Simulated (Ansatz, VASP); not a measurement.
# Two plane-wave programs on B2SbP3

File INCAR:

```
ALGO     = Normal         # electronic algorithm
EDIFF    = 1E-7           # SCF threshold, eV
EDIFFG   = -0.04          # ionic threshold
ENCUT    = 600            # plane-wave cutoff, eV
GGA      = PE             # functional
IBRION   = 2              # ionic algorithm
ISIF     = 3              # what is computed and relaxed
ISMEAR   = 0              # smearing method
LASPH    = True           # aspherical terms in the spheres
LCHARG   = False          # write CHGCAR
LREAL    = False          # projectors in reciprocal space
LWAVE    = False          # write WAVECAR
NELM     = 100            # most SCF steps
NSW      = 90             # ionic steps
PREC     = Accurate       # precision mode
SIGMA    = 0.1            # smearing width, eV
```

File KPOINTS:

```
k-points
0
Gamma
  4 4 4
```

Contents of POSCAR:

```
B2SbP3
1.0
    4.5096082200      0.0000000000      0.0000000000
    0.0000000000      4.5096082200      0.0000000000
    0.0000000000      0.0000000000      5.5484818200
B Sb P
2 1 3
Direct
    0.0000000000      0.5000000000      0.0000000000
    0.5000000000      0.0000000000      0.0000000000
    0.0000000000      0.0000000000      0.5000000000
    0.0000000000      0.5000000000      0.5000000000
    0.5000000000      0.0000000000      0.5000000000
    0.5000000000      0.5000000000      0.5000000000
```

Input for Ansatz:

```yaml
crystal:
  lattice:
    - [4.50960822, 0.0, 0.0]
    - [0.0, 4.50960822, 0.0]
    - [0.0, 0.0, 5.54848182]
  atoms:
    - { symbol: B, position: [0.0, 0.5, 0.0] }
    - { symbol: B, position: [0.5, 0.0, 0.0] }
    - { symbol: Sb, position: [0.0, 0.0, 0.5] }
    - { symbol: P, position: [0.0, 0.5, 0.5] }
    - { symbol: P, position: [0.5, 0.0, 0.5] }
    - { symbol: P, position: [0.5, 0.5, 0.5] }
basis:
  ecutwfc: 420
kpoints:
  mp_grid: { grid: [4, 4, 4] }
hamiltonian:
  xc: pbe
scf:
  occupations: { method: gaussian, width: 0.1 }
  lower_state_search: "off"
output:
  forces: true
  stress: true
  eigenvalues: true
relax:
  adjacent_minimum: "off"
  f_tol: 0.04
  max_steps: 70
  cell: { stress_tol: 0.4 }
```

Alike in both runs: task relaxation of cell and atoms; functional PBE; k mesh 4 × 4 × 4; occupations gaussian, width 0.1 eV; no spin polarisation.

|  | VASP | Ansatz |
| --- | --- | --- |
| version | VASP 6.6.1 | Ansatz 0.2.0 |
| potentials or method | VASP PAW PBE potentials, release 64 (B, Sb, P), cutoff 600 eV | scalar-relativistic, plane waves, PAW |
| valence electrons in the cell | 26 | 36 |

Ansatz gave:

| Property | Result |
| --- | --- |
| gap on the k mesh at the Fermi level, each at its own relaxed structure (eV) | none |
| relaxed volume (Å³/atom) | 17.71 |
| relaxed cell length with the largest relative difference (Å) | 5.397 |

Estimate VASP's values.

gap on the k mesh at the Fermi level, each at its own relaxed structure (eV): none; relaxed volume (Å³/atom): 17.66; relaxed cell length with the largest relative difference (Å): 5.391.

A gap of «none» marks a metal or a gap that the smearing closes. VASP's potentials hold 26 valence electrons a cell and Ansatz's 36, so a difference there can come from the potentials and not from the codes.

Neither program's run includes spin-orbit coupling.
